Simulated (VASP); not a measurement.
Wanted: the native input for a VASP 6.6.1 run.

| Quantity | Value |
| --- | --- |
| Task | single point |
| Functional | PBE |
| Potentials or basis | VASP PAW PBE potentials, release 64 (Mg, S) |
| Cutoff | 520 eV |
| k mesh | 4 × 4 × 4 |
| Occupations | gaussian, width 0.1 eV |
| Spin | no spin polarisation |
| Dipole correction | no |
| Further INCAR settings | ALGO = Normal; EDIFF = 1e-07; NBANDS = 19 |

The structure of Mg2S lies in POSCAR:

```
Mg2S
1.0
   -3.2875587781      3.2875587781      2.7365677312
    3.2875587781     -3.2875587781      2.7365677312
    3.2875587781      3.2875587781     -2.7365677312
Mg S
4 2
Direct
    0.6670000000      0.1670000000      0.8340000000
    0.1670000000      0.3330000000      0.5000000000
    0.3330000000      0.8330000000      0.1660000000
    0.8330000000      0.6670000000      0.5000000000
    0.2500000000      0.2500000000      0.0000000000
    0.7500000000      0.7500000000      0.0000000000
```

These files were run (other wordings do the same):

INCAR

```
PREC = Accurate ; ENCUT = 520
EDIFF = 1E-7 ; ISMEAR = 0
SIGMA = 0.1 ; LREAL = False
LASPH = True ; NELM = 100
ALGO = Normal ; ISIF = 2
LWAVE = False ; LCHARG = False
GGA = PE ; NBANDS = 19
```

KPOINTS

```
Automatic mesh
0
Gamma
  4 4 4
```

Potentials or basis: VASP PAW PBE potentials, release 64 (Mg, S).

Command:

```console
$ cat potpaw_PBE.64/Mg/POTCAR potpaw_PBE.64/S/POTCAR > POTCAR
$ mpirun -np 1 vasp_std > vasp.out
```

Results of the run:

* Pressure: 1.3 GPa
* Largest force: 0.331 eV/Å
* Band gap on the k mesh: zero (bands 10 and 11 overlap by 1.25 eV)

Caveat: the k points lie up to 0.37 Å⁻¹ apart, too coarse for converged energies and pressures of a metal.

Run time: 26 s on 1 thread of Intel(R) Xeon(R) Platinum 8488C (Sapphire Rapids), on a shared host, peak memory 0.24 GiB.
